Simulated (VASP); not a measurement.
# MnO2 (P-3m1) in VASP: further runs, part 2 of 2

VASP 6.6.1. The steps go on from the part before.

## 3. Single point, LDA, collinear spin, ferromagnetic start

Input file INCAR:

```
PREC = Accurate
ENCUT = 520
EDIFF = 1E-6
ISMEAR = -1
SIGMA = 0.03
LREAL = F
LASPH = T
NELM = 150
ALGO = Normal
ISIF = 2
LWAVE = F
LCHARG = F
ISPIN = 2
MAGMOM = 1.8 0 0
LORBIT = 11
NUPDOWN = 1.8
LMAXMIX = 4
GGA = CA
NBANDS = 24
```

Input file KPOINTS:

```
regular mesh
0
Gamma
  11 11 6
```

Input file POSCAR:

```
MnO2
1.0
    2.8565781804      0.0000000000      0.0000000000
   -1.4282890902      2.4738692722      0.0000000000
    0.0000000000      0.0000000000      4.6013740589
Mn O
1 2
Direct
    0.0000000000      0.0000000000      0.5000000000
    0.6666666667      0.3333333333      0.2937074300
    0.3333333333      0.6666666667      0.7062925700
```

Potentials or basis: VASP PAW LDA potentials, release 64 (Mn_pv, O).

Launch:

```bash
$ cat potpaw_LDA.64/Mn_pv/POTCAR potpaw_LDA.64/O/POTCAR > POTCAR
$ mpirun -np 1 vasp_std > vasp.out
```

OUTCAR:

```text
PREC = Accurate
   ENCUT = 520
   EDIFF = 1E-6
   ISMEAR = -1
   LREAL = F
   LASPH = T
   NELM = 150
   ISIF = 2
   ISPIN = 2
   LORBIT = 11
   NUPDOWN = 1.8
   GGA = CA

 ion  position               nearest neighbor table
   1  0.000  0.000  0.500-   2 1.90   3 1.90   2 1.90   3 1.90   2 1.90   3 1.90
   2  0.667  0.333  0.294-   1 1.90   1 1.90   1 1.90
   3  0.333  0.667  0.706-   1 1.90   1 1.90   1 1.90

  LATTYP: Found a hexagonal cell.
 ALAT       =     2.8565781804
 C/A-ratio  =     1.6107992739

  Lattice vectors:

 A1 = (   2.8565781804,   0.0000000000,   0.0000000000)
 A2 = (  -1.4282890902,   2.4738692722,   0.0000000000)
 A3 = (   0.0000000000,   0.0000000000,   4.6013740589)

Analysis of symmetry for initial positions (statically):
=====================================================================
 Subroutine PRICEL returns:
 Original cell was already a primitive cell.

 Routine SETGRP: Setting up the symmetry group for a
 hexagonal supercell.

 Subroutine GETGRP returns: Found 12 space group operations
 (whereof 12 operations were pure point group operations)
 out of a pool of 24 trial point group operations.

The static configuration has the point symmetry D_3d.

Analysis of symmetry for dynamics (positions and initial velocities):
=====================================================================
 Subroutine PRICEL returns:
 Original cell was already a primitive cell.

 Routine SETGRP: Setting up the symmetry group for a
 hexagonal supercell.

 Subroutine GETGRP returns: Found 12 space group operations
 (whereof 12 operations were pure point group operations)
 out of a pool of 24 trial point group operations.

The dynamic configuration has the point symmetry D_3d.

Analysis of structural, dynamic, and magnetic symmetry:
=====================================================================
 Subroutine PRICEL returns:
 Original cell was already a primitive cell.

 Routine SETGRP: Setting up the symmetry group for a
 hexagonal supercell.

 Subroutine GETGRP returns: Found 12 space group operations
 (whereof 12 operations were pure point group operations)
 out of a pool of 24 trial point group operations.

The overall configuration has the point symmetry D_3d.

 Subroutine INISYM returns: Found 12 space group operations
 (whereof 12 operations are pure point group operations),
 and found     1 'primitive' translations

----------------------------------------------------------------------------------------

                                     Primitive cell

  volume of cell :      32.5170

  direct lattice vectors                    reciprocal lattice vectors
     2.856578180  0.000000000  0.000000000     0.350069187  0.202112539  0.000000000
    -1.428289090  2.473869272  0.000000000     0.000000000  0.404225078  0.000000000
     0.000000000  0.000000000  4.601374059     0.000000000  0.000000000  0.217326387

  length of vectors
     2.856578180  2.856578180  4.601374059     0.404225078  0.404225078  0.217326387

  position of ions in fractional coordinates (direct lattice)
     0.000000000  0.000000000  0.500000000
[... 72 lines left out ...]
   ISTART =      0    job   : 0-new  1-cont  2-samecut
   ICHARG =      2    charge: 1-file 2-atom 10-const
   ISPIN  =      2    spin polarized calculation?
   LNONCOLLINEAR =      F non collinear calculations
   LSORBIT =      F    spin-orbit coupling
   LASPH  =      T    aspherical Exc in radial PAW
   ENCUT  =  520.0 eV  38.22 Ry    6.18 a.u.   5.31  5.31  8.56*2*pi/ulx,y,z
   NELM   =    150;   NELMIN=  2; NELMDL= -5     # of ELM steps
   EDIFF  = 0.1E-05   stopping-criterion for ELM
   LREAL  =      F    real-space projection
   EDIFFG = 0.1E-04   stopping-criterion for IOM
   NSW    =      0    number of steps for IOM
   IBRION =     -1    ionic relax: 0-MD 1-quasi-New 2-CG
   NFREE  =      0    steps in history (QN), initial steepest desc. (CG)
   ISIF   =      2    stress and relaxation
   ISYM   =      2    0-nonsym 1-usesym 2-fastsym
   POTIM  = 0.5000    time-step for ionic-motion
   TEBEG  =    0.0;   TEEND  =   0.0 temperature during run
   PSTRESS=    0.0 pullay stress
   NELECT =      25.0000    total number of electrons
   NUPDOWN=       1.8000    fix difference up-down
   EMIN   =  10.00;   EMAX   =-10.00  energy-range for DOS
   EFERMI =   0.00;   METHOD = LEGACY
   ISMEAR =    -1;   SIGMA  =   0.03  broadening in eV -4-tet -1-fermi 0-gaus
   EFERMI_NEDOS =   21; number of points for ismear=-14 and -15
   IALGO  =     38    algorithm
   IMIX   =      4    mixing-type and parameters
     AMIX     =   0.40;   BMIX     =  1.00
     AMIX_MAG =   1.60;   BMIX_MAG =  1.00
  volume/ion in A,a.u.               =      10.84        73.15
  Fermi-wavevector in a.u.,A,eV,Ry     =   1.499747  2.834111 30.602787  2.249241
  Thomas-Fermi vector in A             =   2.611337
   LORBIT       =     11    0 simple, 1 ext, 2 COOP (PROOUT), +10 PAW based schemes
   GGA     = CA    functional components
   LHFCALC =     F    Hartree Fock is set to
   AEXX    =    0.0000 exact exchange contribution
   IVDW    =     0    specifies the selected vdW correction
   LEPSILON=     F    determine dielectric tensor
   LRPA    =     F    only Hartree local field effects (RPA)
 spin polarized calculation
  energy-cutoff  :      520.00
  volume of cell :       32.52
 maximum number of plane-waves:       890
 NGX is ok and might be reduce to    24
   NGX = 11   NGY = 11   NGZ = 17

 number of electron      24.9999997 magnetization       1.7999999

 Free energy of the ion-electron system (eV)
  ---------------------------------------------------
  ext. energy  EPLUGINS =         0.00000000
  ---------------------------------------------------
  free energy    TOTEN  =       -25.70220611 eV

  energy without entropy =      -25.69027004  energy(sigma->0) =      -25.69623808

 E-fermi :   3.5773     XC(G=0): -11.4536

 val. band max:        3.5761571884   @ k =   0.0909   0.0909   0.0000
 cond. band min:       2.9128243128   @ k =   0.3636   0.2727   0.0000
 fundamental gap:     -0.6633328756
 Fermi energy:         2.8973069907

 spin component 1

 k-point     1 :       0.0000    0.0000    0.0000
  band No.  band energies     occupation
      1     -46.2531      1.00000
      2     -46.2531      1.00000
      3     -45.8602      1.00000
      4     -16.4799      1.00000
      5     -14.0960      1.00000
      6      -3.1670      1.00000
[... 637 lines left out ...]
     23      23.8248      0.00000
     24      25.8268      0.00000

 [... further k-points ...]

 spin component 2

 k-point     1 :       0.0000    0.0000    0.0000
  band No.  band energies     occupation
      1     -44.3769      1.00000
      2     -44.3769      1.00000
      3     -44.3476      1.00000
      4     -16.3900      1.00000
      5     -14.0428      1.00000
      6      -2.8591      1.00000
[... 637 lines left out ...]
     23      24.2329      0.00000
     24      25.9205      0.00000

 [... further k-points ...]

------------------------ aborting loop because EDIFF is reached ----------------------------------------

  FORCE on cell =-STRESS in cart. coord.  units (eV):
  Direction    XX          YY          ZZ          XY          YZ          ZX
  --------------------------------------------------------------------------------------
  -------------------------------------------------------------------------------------
  Total       -3.2855219     -3.2855219     -1.9287253      0.0000000      0.0000000      0.0000000
  in kB     -161.8842309   -161.8842309    -95.0321508      0.0000000      0.0000000      0.0000000
  external PRESSURE =    -139.6002042 kB  Pullay stress =       0.0000000 kB

 VOLUME and BASIS-vectors are now :
 -----------------------------------------------------------------------------
  energy-cutoff  :      520.00
  volume of cell :       32.52
      direct lattice vectors                 reciprocal lattice vectors
     2.856578180  0.000000000  0.000000000     0.350069187  0.202112539  0.000000000
    -1.428289090  2.473869272  0.000000000     0.000000000  0.404225078  0.000000000
     0.000000000  0.000000000  4.601374059     0.000000000  0.000000000  0.217326387

 POSITION                                       TOTAL-FORCE (eV/Angst)
 -----------------------------------------------------------------------------------
      0.00000      0.00000      2.30069        -0.000000     -0.000000     -0.000000
      1.42829      0.82462      1.35146         0.000000      0.000000      0.774175
     -0.00000      1.64925      3.24992        -0.000000      0.000000     -0.774175
 -----------------------------------------------------------------------------------
    total drift:                               -0.000000      0.000000      0.000000

  FREE ENERGIE OF THE ION-ELECTRON SYSTEM (eV)
  ---------------------------------------------------
  free  energy   TOTEN  =       -25.7022061091 eV

  energy  without entropy=      -25.6902700435  energy(sigma->0) =      -25.69623808

 total charge

# of ion       s       p       d       tot
------------------------------------------
    1        0.350   6.452   5.016  11.818
    2        1.571   3.370   0.000   4.941
    3        1.571   3.370   0.000   4.941
--------------------------------------------------
tot          3.492  13.192   5.016  21.701

 magnetization (x)

# of ion       s       p       d       tot
------------------------------------------
    1        0.019   0.019   1.704   1.742
    2        0.001   0.006   0.000   0.007
    3        0.001   0.006   0.000   0.007
--------------------------------------------------
tot          0.021   0.031   1.704   1.757
```

OSZICAR:

```text
N       E                     dE             d eps       ncg     rms          rms(c)
DAV:   1     0.238607652046E+03    0.23861E+03   -0.14028E+04  8080   0.119E+03
DAV:   2    -0.191273947508E+02   -0.25774E+03   -0.24255E+03  8848   0.358E+02
DAV:   3    -0.332839336551E+02   -0.14157E+02   -0.14045E+02  9336   0.905E+01
DAV:   4    -0.334093664968E+02   -0.12543E+00   -0.12541E+00  8976   0.898E+00
DAV:   5    -0.334107407953E+02   -0.13743E-02   -0.13743E-02  9536   0.904E-01    0.305E+01
DAV:   6    -0.368040343008E+02   -0.33933E+01   -0.14414E+02  9672   0.808E+01    0.456E+01
DAV:   7    -0.267568443476E+02    0.10047E+02   -0.11719E+02  9384   0.811E+01    0.125E+01
DAV:   8    -0.257464239272E+02    0.10104E+01   -0.35167E+00  9400   0.158E+01    0.314E+00
DAV:   9    -0.257074906540E+02    0.38933E-01   -0.31526E-01  9448   0.411E+00    0.151E+00
DAV:  10    -0.257041121702E+02    0.33785E-02   -0.22107E-02  8264   0.105E+00    0.680E-01
DAV:  11    -0.257025422563E+02    0.15699E-02   -0.83789E-03  9520   0.870E-01    0.275E-01
DAV:  12    -0.257022197137E+02    0.32254E-03   -0.13190E-03  9392   0.374E-01    0.999E-02
DAV:  13    -0.257022052678E+02    0.14446E-04   -0.14877E-04  9624   0.117E-01    0.291E-02
DAV:  14    -0.257022065940E+02   -0.13262E-05   -0.22672E-05  8232   0.450E-02    0.115E-02
DAV:  15    -0.257022061091E+02    0.48490E-06   -0.81069E-06  8448   0.261E-02
   1 F= -.25702206E+02 E0= -.25696238E+02  d E =-.119361E-01  mag=     1.8000
```

stdout:

```text
POSCAR found type information on POSCAR MnO
 POSCAR found :  2 types and       3 ions
 scaLAPACK will be used
 LDA part: xc-table for (Slater(with rela. corr.)+CA(PZ))
 , standard interpolation
 POSCAR, INCAR and KPOINTS ok, starting setup
 FFT: planning ... GRIDC
 FFT: planning ... GRID_SOFT
 FFT: planning ... GRID
 WAVECAR not read
 entering main loop
```

Wall time 2.5 min (1 thread of Intel Xeon 8259CL, shared host); peak memory 0.21 GiB.

Results:

* Free energy: -25.7022 eV
* Pressure: -14.0 GPa
* Largest force: 0.774 eV/Å
* Net moment: 1.80 μB per cell
* Site moments: Mn +1.74; O +0.01 μB
* Valence electrons inside the program's atomic spheres: Mn 11.82; O 4.94

Forces on the atoms (eV/Å):
```
Mn   0.000  0.000  0.000
O    0.000  0.000  0.774
O    0.000  0.000 -0.774
```

Caveat: the cell stands under tension; the total moment is fixed, so each spin has its own Fermi level; a cell with one magnetic atom can't hold antiferromagnetic order, which such compounds often take.

## 4. Single point, LDA, collinear spin, ferromagnetic start

Input file INCAR:

```
ALGO = Normal
EDIFF = 1E-7
ENCUT = 520
GGA = CA
ISIF = 2
ISMEAR = -1
ISPIN = 2
LASPH = T
LCHARG = F
LMAXMIX = 4
LORBIT = 11
LREAL = F
LWAVE = F
MAGMOM = 2.4 0 0
NBANDS = 24
NELM = 150
NUPDOWN = 2.4
PREC = Accurate
SIGMA = 0.03
```

Input file KPOINTS:

```
k-points
0
Gamma
  11 11 6
```

POSCAR is that of step 3.

Potentials or basis: VASP PAW LDA potentials, release 64 (Mn_pv, O).

Launch:

```bash
$ cat potpaw_LDA.64/Mn_pv/POTCAR potpaw_LDA.64/O/POTCAR > POTCAR
$ mpirun -np 1 vasp_std > vasp.out
```

OUTCAR:

```text
EDIFF = 1E-7
   ENCUT = 520
   GGA = CA
   ISIF = 2
   ISMEAR = -1
   ISPIN = 2
   LASPH = T
   LORBIT = 11
   LREAL = F
   NELM = 150
   NUPDOWN = 2.4
   PREC = Accurate

 ion  position               nearest neighbor table
   1  0.000  0.000  0.500-   2 1.90   3 1.90   2 1.90   3 1.90   2 1.90   3 1.90
   2  0.667  0.333  0.294-   1 1.90   1 1.90   1 1.90
   3  0.333  0.667  0.706-   1 1.90   1 1.90   1 1.90

  LATTYP: Found a hexagonal cell.
 ALAT       =     2.8565781804
 C/A-ratio  =     1.6107992739

  Lattice vectors:

 A1 = (   2.8565781804,   0.0000000000,   0.0000000000)
 A2 = (  -1.4282890902,   2.4738692722,   0.0000000000)
[... 1515 lines left out ...]
  energy-cutoff  :      520.00
  volume of cell :       32.52
      direct lattice vectors                 reciprocal lattice vectors
     2.856578180  0.000000000  0.000000000     0.350069187  0.202112539  0.000000000
    -1.428289090  2.473869272  0.000000000     0.000000000  0.404225078  0.000000000
     0.000000000  0.000000000  4.601374059     0.000000000  0.000000000  0.217326387

 POSITION                                       TOTAL-FORCE (eV/Angst)
 -----------------------------------------------------------------------------------
      0.00000      0.00000      2.30069         0.000000      0.000000      0.000000
      1.42829      0.82462      1.35146        -0.000000      0.000000      0.738025
     -0.00000      1.64925      3.24992         0.000000      0.000000     -0.738025
 -----------------------------------------------------------------------------------
    total drift:                               -0.000000      0.000000      0.000000

  FREE ENERGIE OF THE ION-ELECTRON SYSTEM (eV)
  ---------------------------------------------------
  free  energy   TOTEN  =       -25.9193519031 eV

  energy  without entropy=      -25.9097184504  energy(sigma->0) =      -25.91453518

 total charge

# of ion       s       p       d       tot
------------------------------------------
    1        0.351   6.460   4.992  11.803
    2        1.570   3.379   0.000   4.949
    3        1.570   3.379   0.000   4.949
--------------------------------------------------
tot          3.492  13.219   4.992  21.702

 magnetization (x)

# of ion       s       p       d       tot
------------------------------------------
    1        0.023   0.028   2.225   2.276
    2        0.002   0.026   0.000   0.029
    3        0.002   0.026   0.000   0.029
--------------------------------------------------
tot          0.028   0.081   2.225   2.333
```

stdout:

```text
POSCAR found type information on POSCAR MnO
 POSCAR found :  2 types and       3 ions
 scaLAPACK will be used
 LDA part: xc-table for (Slater(with rela. corr.)+CA(PZ))
 , standard interpolation
 POSCAR, INCAR and KPOINTS ok, starting setup
 FFT: planning ... GRIDC
 FFT: planning ... GRID_SOFT
 FFT: planning ... GRID
 WAVECAR not read
 entering main loop
```

Wall time 3 min (1 thread of Intel Xeon 8259CL, shared host); peak memory 0.21 GiB.

Results:

```
Free energy                                           : -25.9194 eV
Pressure                                              : -11.4 GPa
Largest force                                         : 0.738 eV/Å
Net moment                                            : 2.40 μB per cell
Site moments                                          : Mn +2.28; O +0.03 μB
Valence electrons inside the program's atomic spheres : Mn 11.80; O 4.95
```

Forces on the atoms (eV/Å):
```
Mn   0.000  0.000  0.000
O    0.000  0.000  0.738
O    0.000  0.000 -0.738
```

Caveat: the cell stands under tension; the total moment is fixed, so each spin has its own Fermi level; a cell with one magnetic atom can't hold antiferromagnetic order, which such compounds often take.

## 5. Summary

| fixed moment (μB) | pressure (GPa) | moment (μB) | largest force (eV/Å) |
| --- | --- | --- | --- |
| 1.2 | -15.7 | 1.20 | 0.71 |
| 1.8 | -14.0 | 1.80 | 0.77 |
| 2.4 | -11.4 | 2.40 | 0.74 |

Alike in all rows: task single point; level LDA; potentials or basis VASP PAW LDA potentials, release 64 (Mn_pv, O); spin collinear, ferromagnetic start; cell as given; k mesh 11 × 11 × 6; cutoff (eV) 520; smearing fermi-dirac 0.03 eV.

Caveats: the cell stands under tension; the total moment is fixed, so each spin has its own Fermi level; a cell with one magnetic atom can't hold antiferromagnetic order, which such compounds often take.

Total energies depend on the potentials used, so only differences within one code and one set of settings carry meaning.
